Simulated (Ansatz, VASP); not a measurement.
F: VASP beside Ansatz

```xyz
2
Lattice="13.0000 0.0000 0.0000 0.0000 13.3000 0.0000 0.0000 0.0000 13.6000" Properties=species:S:1:pos:R:3 pbc="T T T"
F     5.8009    6.6500    6.8000
F     7.1991    6.6500    6.8000
```

Alike in both runs: functional PBEsol; k mesh 1 × 1 × 1; occupations gaussian, width 0.01 eV; no spin polarisation.

Ansatz relaxed the structure, and its values are those at the end. VASP's run is a single point on that final structure, the one shown.

|  | VASP | Ansatz |
| --- | --- | --- |
| version | VASP 6.6.1 | Ansatz 0.2.0 |
| potentials or method | VASP PAW PBE potentials, release 64 (F_h), cutoff 910 eV | scalar-relativistic, plane waves, PAW |
| valence electrons in the cell | 14 | 14 |

VASP gave:

* gap on the k mesh at the Fermi level (eV): 3.73
* rms of the force components (eV/Å): 0.017

Task: Estimate Ansatz's values.

Result: gap on the k mesh at the Fermi level (eV): 3.73; rms of the force components (eV/Å): 0.000.

VASP's potentials were made for PBE, not for PBEsol. Ansatz's warnings: stress scf threshold loose.

Noted on VASP's run: the cutoff is short for stress, so the pressure is rough.
